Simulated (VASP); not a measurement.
# Nb4N in VASP: further runs, part 2 of 2

VASP 6.6.1.

## 4. Single point, PBE, collinear spin, ferromagnetic start

Input file INCAR:

```
SYSTEM = Nb4N
ALGO     = Normal         ! electronic algorithm
DIPOL    = 0.5 0.5 0.340
EDIFF    = 1E-6           ! SCF threshold, eV
ENCUT    = 520            ! plane-wave cutoff, eV
GGA      = PE             ! functional
IDIPOL   = 3            
ISIF     = 2              ! what is computed and relaxed
ISMEAR   = 0              ! smearing method
ISPIN    = 2              ! spin polarisation
LASPH    = .TRUE.         ! aspherical terms in the spheres
LCHARG   = .TRUE.         ! write CHGCAR
LDIPOL   = .TRUE.       
LELF     = .TRUE.         ! ELF
LMAXMIX  = 4              ! l up to which the mixer works
LORBIT   = 11             ! projections on sites
LREAL    = .FALSE.        ! projectors in reciprocal space
LVACPOTAV= .TRUE.       
LVHAR    = .TRUE.       
LWAVE    = .FALSE.        ! write WAVECAR
MAGMOM   = 0 0 0 0 3      ! initial moments
NBANDS   = 40             ! bands
NELM     = 150            ! most SCF steps
PREC     = Accurate       ! precision mode
SIGMA    = 0.1            ! smearing width, eV
```

Input file KPOINTS:

```
k-points
0
G
  8 8 1
  0 0 0
```

Input file POSCAR:

```
Nb4N
1.0
    3.3111160015      0.0000000000      0.0000000000
    0.0000000000      3.3111160015      0.0000000000
    0.0000000000      0.0000000000     21.7993006655
Nb N
4 1
Direct
    0.5000000000      0.5000000000      0.1834921249
    0.0000000000      0.0000000000      0.2594375887
    0.5000000000      0.5000000000      0.3336918596
    0.0000000000      0.0000000000      0.4036505941
    0.1250000000      0.1250000000      0.5187919025
```

Potentials or basis: VASP PAW PBE potentials, release 64 (Nb_sv, N).

The run is started by

```console
> cat potpaw_PBE.64/Nb_sv/POTCAR potpaw_PBE.64/N/POTCAR > POTCAR
> mpirun -np 1 vasp_std > vasp.out
```

OUTCAR:

```text
SYSTEM = Nb4N
   EDIFF = 1E-6
   ENCUT = 520
   GGA = PE
   ISIF = 2
   ISMEAR = 0
   ISPIN = 2
   LASPH = .TRUE.
   LORBIT = 11
   LREAL = .FALSE.
   NELM = 150
   PREC = Accurate

 ion  position               nearest neighbor table
   1  0.500  0.500  0.183-   2 2.87   2 2.87   2 2.87   2 2.87
   2  0.000  0.000  0.259-   3 2.85   3 2.85   3 2.85   3 2.85   1 2.87   1 2.87   1 2.87   1 2.87

   3  0.500  0.500  0.334-   4 2.79   4 2.79   4 2.79   4 2.79   2 2.85   2 2.85   2 2.85   2 2.85

   4  0.000  0.000  0.404-   3 2.79   3 2.79   3 2.79   3 2.79
   5  0.125  0.125  0.519-

  LATTYP: Found a simple tetragonal cell.
 ALAT       =     3.3111160015
 C/A-ratio  =     6.5836716852

  Lattice vectors:

 A1 = (   3.3111160015,   0.0000000000,   0.0000000000)
 A2 = (   0.0000000000,   3.3111160015,   0.0000000000)
 A3 = (   0.0000000000,   0.0000000000,  21.7993006655)

Analysis of symmetry for initial positions (statically):
=====================================================================
 Subroutine PRICEL returns:
 Original cell was already a primitive cell.

 Routine SETGRP: Setting up the symmetry group for a
 simple tetragonal supercell.

 Subroutine GETGRP returns: Found  2 space group operations
 (whereof  2 operations were pure point group operations)
 out of a pool of 16 trial point group operations.

The static configuration has the point symmetry C_1h.

Analysis of symmetry for dynamics (positions and initial velocities):
=====================================================================
 Subroutine PRICEL returns:
 Original cell was already a primitive cell.

 Routine SETGRP: Setting up the symmetry group for a
 simple tetragonal supercell.

 Subroutine GETGRP returns: Found  2 space group operations
 (whereof  2 operations were pure point group operations)
 out of a pool of 16 trial point group operations.

The dynamic configuration has the point symmetry C_1h.

Analysis of structural, dynamic, and magnetic symmetry:
=====================================================================
 Subroutine PRICEL returns:
 Original cell was already a primitive cell.

 Routine SETGRP: Setting up the symmetry group for a
 simple tetragonal supercell.

 Subroutine GETGRP returns: Found  2 space group operations
 (whereof  2 operations were pure point group operations)
 out of a pool of 16 trial point group operations.

The overall configuration has the point symmetry C_1h.

 Subroutine INISYM returns: Found  2 space group operations
 (whereof  2 operations are pure point group operations),
 and found     1 'primitive' translations

----------------------------------------------------------------------------------------

                                     Primitive cell

  volume of cell :     238.9964

  direct lattice vectors                    reciprocal lattice vectors
     3.311116001  0.000000000  0.000000000     0.302012977  0.000000000  0.000000000
     0.000000000  3.311116001  0.000000000     0.000000000  0.302012977  0.000000000
     0.000000000  0.000000000 21.799300665     0.000000000  0.000000000  0.045873031

  length of vectors
     3.311116001  3.311116001 21.799300665     0.302012977  0.302012977  0.045873031
[... 88 lines left out ...]
   NFREE  =      0    steps in history (QN), initial steepest desc. (CG)
   ISIF   =      2    stress and relaxation
   ISYM   =      2    0-nonsym 1-usesym 2-fastsym
   POTIM  = 0.5000    time-step for ionic-motion
   TEBEG  =    0.0;   TEEND  =   0.0 temperature during run
   PSTRESS=    0.0 pullay stress
   NELECT =      57.0000    total number of electrons
   NUPDOWN=      -1.0000    fix difference up-down
   EMIN   =  10.00;   EMAX   =-10.00  energy-range for DOS
   EFERMI =   0.00;   METHOD = LEGACY
   ISMEAR =     0;   SIGMA  =   0.10  broadening in eV -4-tet -1-fermi 0-gaus
   EFERMI_NEDOS =   21; number of points for ismear=-14 and -15
   IALGO  =     38    algorithm
   IMIX   =      4    mixing-type and parameters
     AMIX     =   0.40;   BMIX     =  1.00
     AMIX_MAG =   1.60;   BMIX_MAG =  1.00
  volume/ion in A,a.u.               =      47.80       322.57
  Fermi-wavevector in a.u.,A,eV,Ry     =   1.015241  1.918528 14.023731  1.030715
  Thomas-Fermi vector in A             =   2.148516
   LORBIT       =     11    0 simple, 1 ext, 2 COOP (PROOUT), +10 PAW based schemes
   GGA     = PE    functional components
   LHFCALC =     F    Hartree Fock is set to
   AEXX    =    0.0000 exact exchange contribution
   IVDW    =     0    specifies the selected vdW correction
   LEPSILON=     F    determine dielectric tensor
   LRPA    =     F    only Hartree local field effects (RPA)
 spin polarized calculation
 Gauss-broadening in eV      SIGMA  =   0.10
  energy-cutoff  :      520.00
  volume of cell :      239.00
 maximum number of plane-waves:      6480
 NGX is ok and might be reduce to    28
   NGX = 13   NGY = 13   NGZ = 81

 dipolmoment           0.000000      0.000000     -0.376689 electrons x Angstroem

 number of electron      57.0000002 magnetization       1.4876948

 dipolmoment           0.000000      0.000000      0.194221 electrons x Angstroem

 Free energy of the ion-electron system (eV)
  ---------------------------------------------------
  ext. energy  EPLUGINS =         0.00000000
  ---------------------------------------------------
  free energy    TOTEN  =       -41.73609118 eV

  energy without entropy =      -41.70357784  energy(sigma->0) =      -41.71983451

 E-fermi :   0.2403     XC(G=0):  -5.3330

 val. band max:        0.2133890267   @ k =   0.5000   0.2500   0.0000
 cond. band min:       0.2419417930   @ k =   0.2500   0.1250   0.0000
 fundamental gap:      0.0285527664
 Fermi energy:         0.2402600094

 spin component 1

 k-point     1 :       0.0000    0.0000    0.0000
  band No.  band energies     occupation
      1     -54.7838      1.00000
      2     -54.6629      1.00000
      3     -54.2764      1.00000
      4     -53.9755      1.00000
      5     -30.9313      1.00000
      6     -30.7874      1.00000
[... 892 lines left out ...]
     39       3.7435      0.00000
     40       3.9937      0.00000
 Fermi energy:         0.2402600094

 spin component 2

 k-point     1 :       0.0000    0.0000    0.0000
  band No.  band energies     occupation
      1     -55.0015      1.00000
      2     -54.8707      1.00000
      3     -54.2610      1.00000
      4     -53.9326      1.00000
      5     -31.1794      1.00000
      6     -31.0128      1.00000
[... 892 lines left out ...]
     39       3.7153      0.00000
     40       3.9913      0.00000

------------------------ aborting loop because EDIFF is reached ----------------------------------------

  FORCE on cell =-STRESS in cart. coord.  units (eV):
  Direction    XX          YY          ZZ          XY          YZ          ZX
  --------------------------------------------------------------------------------------
  -------------------------------------------------------------------------------------
  Total       -3.4356381     -3.4356381     -6.0800388     -0.0931595     -0.5306150     -0.5306226
  in kB      -23.0317344    -23.0317344    -40.7591930     -0.6245200     -3.5571220     -3.5571730
  external PRESSURE =     -28.9408872 kB  Pullay stress =       0.0000000 kB

 VOLUME and BASIS-vectors are now :
 -----------------------------------------------------------------------------
  energy-cutoff  :      520.00
  volume of cell :      239.00
      direct lattice vectors                 reciprocal lattice vectors
     3.311116001  0.000000000  0.000000000     0.302012977  0.000000000  0.000000000
     0.000000000  3.311116001  0.000000000     0.000000000  0.302012977  0.000000000
     0.000000000  0.000000000 21.799300665     0.000000000  0.000000000  0.045873031

 POSITION                                       TOTAL-FORCE (eV/Angst)
 -----------------------------------------------------------------------------------
      1.65556      1.65556      4.00000        -0.006283     -0.006283      0.852921
      0.00000      0.00000      5.65556         0.034496      0.034496     -0.889949
      1.65556      1.65556      7.27425        -0.080686     -0.080686     -0.360512
      0.00000      0.00000      8.79930         0.281794      0.281794      2.502241
      0.41389      0.41389     11.30930        -0.229321     -0.229321     -2.104701
 -----------------------------------------------------------------------------------
    total drift:                                0.000002      0.000002      0.000091

  FREE ENERGIE OF THE ION-ELECTRON SYSTEM (eV)
  ---------------------------------------------------
  free  energy   TOTEN  =       -41.7360911833 eV

  energy  without entropy=      -41.7035778403  energy(sigma->0) =      -41.71983451

 vacuum level on the upper side and lower side of the slab         7.111         3.905

 total charge

# of ion       s       p       d       tot
------------------------------------------
    1        2.210   5.940   2.439  10.590
    2        2.222   6.008   2.465  10.696
    3        2.229   6.006   2.537  10.773
    4        2.212   5.963   2.407  10.582
    5        1.350   1.954   0.000   3.304
--------------------------------------------------
tot         10.224  25.871   9.849  45.944

 magnetization (x)

# of ion       s       p       d       tot
------------------------------------------
    1       -0.006  -0.005  -0.325  -0.336
    2        0.001   0.001   0.029   0.031
    3        0.002   0.006   0.076   0.084
    4       -0.008   0.003  -0.322  -0.328
    5        0.035   1.475   0.000   1.511
--------------------------------------------------
tot          0.024   1.480  -0.542   0.963
```

It took 14 min on 1 thread of Intel Xeon Platinum 8488C (Sapphire Rapids), shared host; peak memory 0.61 GiB.

What came out:

| Item | Value |
| --- | --- |
| Free energy | -41.7361 eV |
| Largest force | 2.534 eV/Å |
| Net moment | 1.49 μB per cell |
| Site moments | Nb -0.34, +0.03, +0.08, -0.33; N +1.51 μB |
| Valence electrons inside the program's atomic spheres | Nb 10.59, 10.70, 10.77, 10.58; N 3.30 |

Forces in eV/Å, atoms in the order of the input:
```
Nb  -0.006 -0.006  0.853
Nb   0.034  0.034 -0.890
Nb  -0.081 -0.081 -0.361
Nb   0.282  0.282  2.502
N   -0.229 -0.229 -2.105
```

## 5. Overview

```csv
cell,gap on the mesh (eV),moment (μB),largest force (eV/Å)
"as given, atomic positions A",none,2.08,0.74
"as given, atomic positions B",none,0.90,4.55
"as given, atomic positions C",none,1.49,2.53
```

Alike in all rows: task single point; level PBE; potentials or basis VASP PAW PBE potentials, release 64 (Nb_sv, N); spin collinear, ferromagnetic start; k mesh 8 × 8 × 1; cutoff (eV) 520; smearing gaussian 0.1 eV.

Absolute energies hang on the potentials; compare differences alone.

The gap in the log of VASP goes by the Fermi energy; the results here count the filled bands.